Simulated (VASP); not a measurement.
A run of VASP 6.6.1 is set up as follows.

Contents of INCAR:

```
  PREC = Accurate
  ENCUT = 600
  EDIFF = 1E-6
  ISMEAR = 0
  SIGMA = 0.01
  LREAL = F
  LASPH = T
  NELM = 100
  ALGO = Normal
  ISIF = 3
  LWAVE = F
  LCHARG = F
  GGA = PS
  IBRION = 2
  NSW = 80
  EDIFFG = -0.001
```

KPOINTS

```
Automatic mesh
0
Gamma
  8 8 8
```

POSCAR

```
SnSe
1.0
    0.0000000000      2.9727546667      2.9727546667
    2.9727546667      0.0000000000      2.9727546667
    2.9727546667      2.9727546667      0.0000000000
Sn Se
1 1
Direct
    0.0000000000      0.0000000000      0.0000000000
    0.5000000000      0.5000000000      0.5000000000
```

Potentials or basis: VASP PAW PBE potentials, release 64 (Sn_d, Se).

The run is started by

```sh
$ cat potpaw_PBE.64/Sn_d/POTCAR potpaw_PBE.64/Se/POTCAR > POTCAR
$ mpirun -np 1 vasp_std > vasp.out
```

**Question.** Predict the relaxed cell.

**Answer.** a = 4.205 Å, b = 4.205 Å, c = 4.205 Å, α = 60.00°, β = 60.00°, γ = 60.00°.

**Question.** What does it give for the band gap on the k mesh?

**Answer.** 0.75 eV (least direct gap 0.82 eV).

**Question.** Predict the relaxed volume.

**Answer.** 26.29 Å³/atom.

**Question.** Predict the space group after relaxing (to 0.1 Å).

**Answer.** Fm-3m (No. 225).

Final structure:
```xyz
2
Lattice="0.0000 2.9736 2.9736 2.9736 0.0000 2.9736 2.9736 2.9736 0.0000" Properties=species:S:1:pos:R:3 pbc="T T T"
Sn    0.0000    0.0000    0.0000
Se    2.9736    2.9736    2.9736
```

Caveat: the PAW data sets were made with another functional, which shifts forces and pressure a little; spin-orbit coupling is left out, which moves the levels of the heavy elements. A k mesh can miss the band edges.
